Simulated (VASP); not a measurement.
Wanted: the native input for a VASP 6.6.1 run.

* Task: single point
* Functional: r2SCAN
* Potentials or basis: VASP PAW PBE potentials, release 64 (Pb_d, Se)
* Cutoff: 550 eV
* k mesh: 8 × 8 × 8
* Occupations: gaussian, width 0.01 eV
* Spin: no spin polarisation
* Dipole correction: no
* Further INCAR settings: ALGO = Normal; EDIFF = 1e-06; NBANDS = 17

The system is PbSe.

```xyz
2
Lattice="0.0000 3.0887 3.1041 3.0887 0.0000 3.1041 3.0887 3.0887 0.0000" Properties=species:S:1:pos:R:3 pbc="T T T"
Pb    0.0000    0.0000    0.0000
Se    3.0887    3.0887    3.1041
```

This cell differs from its parent crystal: uniaxial z strain +0.5%.

One way to write it, as run:

POSCAR

```
PbSe
1.0
    0.0000000000      3.0887022191      3.1041457302
    3.0887022191      0.0000000000      3.1041457302
    3.0887022191      3.0887022191      0.0000000000
Pb Se
1 1
Direct
    0.0000000000      0.0000000000      0.0000000000
    0.5000000000      0.5000000000      0.5000000000
```

INCAR.step1

```
SYSTEM = PbSe
ALGO = Normal
EDIFF = 1E-5
ENCUT = 550
GGA = PE
GGA_COMPAT = .FALSE.
ISMEAR = 0
LASPH = .TRUE.
LCHARG = .FALSE.
LREAL = .FALSE.
LWAVE = .TRUE.
NBANDS = 17
NELM = 120
PREC = Accurate
SIGMA = 0.01
```

INCAR.step2

```
SYSTEM = PbSe
ALGO = Normal
EDIFF = 1E-6
ENCUT = 550
GGA_COMPAT = .FALSE.
ISIF = 2
ISMEAR = 0
ISTART = 1
LASPH = .TRUE.
LCHARG = .FALSE.
LMIXTAU = .TRUE.
LREAL = .FALSE.
LWAVE = .FALSE.
METAGGA = R2SCAN
NBANDS = 17
NELM = 120
PREC = Accurate
SIGMA = 0.01
```

KPOINTS

```
k-points
0
G
  8 8 8
  0 0 0
```

Potentials or basis: VASP PAW PBE potentials, release 64 (Pb_d, Se).

Launch:

```bash
$ cat potpaw_PBE.64/Pb_d/POTCAR potpaw_PBE.64/Se/POTCAR > POTCAR
$ cp INCAR.step1 INCAR
$ mpirun -np 1 vasp_std > vasp.out
$ cp INCAR.step2 INCAR
$ mpirun -np 1 vasp_std > vasp.out
```

It gave:

- Pressure: -0.2 GPa
- Band gap on the k mesh: 0.69 eV, direct

Caveat: the cell differs from its parent crystal (uniaxial z strain +0.5%); the PAW data sets were made with another functional, which shifts forces and pressure a little; spin-orbit coupling is left out, which moves the levels of the heavy elements.

Wall time 90 s on 1 thread of Intel(R) Xeon(R) 6975P-C (Granite Rapids), with other jobs on the host, peak memory 0.25 GiB.
